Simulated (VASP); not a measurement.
A run of VASP 6.6.1:

Contents of INCAR:

```
  ALGO = Normal
  EDIFF = 1E-6
  ENCUT = 520
  GGA = PE
  ISIF = 2
  ISMEAR = -1
  LASPH = True
  LCHARG = False
  LREAL = False
  LWAVE = False
  NBANDS = 36
  NELM = 100
  PREC = Accurate
  SIGMA = 0.02
```

Contents of KPOINTS:

```
k-points
0
Gamma
  6 6 2
```

POSCAR

```
MgGeSb2
1.0
    4.3869093088      0.0000000000      0.0000000000
    0.0000000000      4.3869093088      0.0000000000
    0.0000000000      0.0000000000     12.8674956629
Mg Sb Ge
2 4 2
Direct
    0.5000000000      0.0000000000      0.8712861862
    0.0000000000      0.5000000000      0.1287138138
    0.5000000000      0.5000000000      0.0000000000
    0.0000000000      0.0000000000      0.2621285909
    0.5000000000      0.5000000000      0.5000000000
    0.0000000000      0.0000000000      0.7378714091
    0.5000000000      0.0000000000      0.3791555484
    0.0000000000      0.5000000000      0.6208444516
```

Potentials or basis: VASP PAW PBE potentials, release 64 (Mg, Sb, Ge_d).

Run with:

```console
$ cat potpaw_PBE.64/Mg/POTCAR potpaw_PBE.64/Sb/POTCAR potpaw_PBE.64/Ge_d/POTCAR > POTCAR
$ mpirun -np 1 vasp_std > vasp.out
```

Hardware: 1 thread of Intel(R) Xeon(R) 6975P-C (Granite Rapids), with other jobs on the host.

Problem. Estimate the wall time of this run.

Solution. Wall time 99 s on 1 thread of Intel(R) Xeon(R) 6975P-C (Granite Rapids), on a shared host, peak memory 0.43 GiB. Counts: scf iterations 15, k points 20.
